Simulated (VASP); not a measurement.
Input of a VASP 6.6.1 run:

INCAR

```
SYSTEM = AlCuC4N4
PREC = Accurate
ENCUT = 820
EDIFF = 1E-6
ISMEAR = 0
SIGMA = 0.02
LREAL = .False.
LASPH = .True.
NELM = 120
ALGO = Normal
ISIF = 2
LWAVE = .False.
LCHARG = .False.
GGA = PE
NBANDS = 40
GGA_COMPAT = .False.
```

KPOINTS

```
regular mesh
0
Gamma
  4 4 4
  0 0 0
```

Contents of POSCAR:

```
AlCuC4N4
1.0
    5.8644864108      0.0000000000      0.0000000000
    0.0000000000      5.8644864108      0.0000000000
    0.0000000000      0.0000000000      5.8644864108
Al Cu C N
1 1 4 4
Direct
    0.0000000000      0.0000000000      0.0000000000
    0.5000000000      0.5000000000      0.5000000000
    0.1939924985      0.1939924985      0.1939924985
    0.1939924985      0.8060075015      0.8060075015
    0.8060075015      0.1939924985      0.8060075015
    0.8060075015      0.8060075015      0.1939924985
    0.3085928599      0.3085928599      0.3085928599
    0.3085928599      0.6914071401      0.6914071401
    0.6914071401      0.3085928599      0.6914071401
    0.6914071401      0.6914071401      0.3085928599
```

Potentials or basis: VASP PAW PBE potentials, release 64 (Al, Cu_sv_GW, C, N).

Launch:

```console
$ cat potpaw_PBE.64/Al/POTCAR potpaw_PBE.64/Cu_sv_GW/POTCAR potpaw_PBE.64/C/POTCAR potpaw_PBE.64/N/POTCAR > POTCAR
$ mpirun -np 1 vasp_std > vasp.out
```

(1) What does it give for the pressure?

(2) What does it give for the band gap on the k mesh?

(3) What does it give for the largest force?

Results:

(1) 0.3 GPa.

(2) 3.02 eV (least direct gap 3.09 eV).

(3) 0.415 eV/Å.
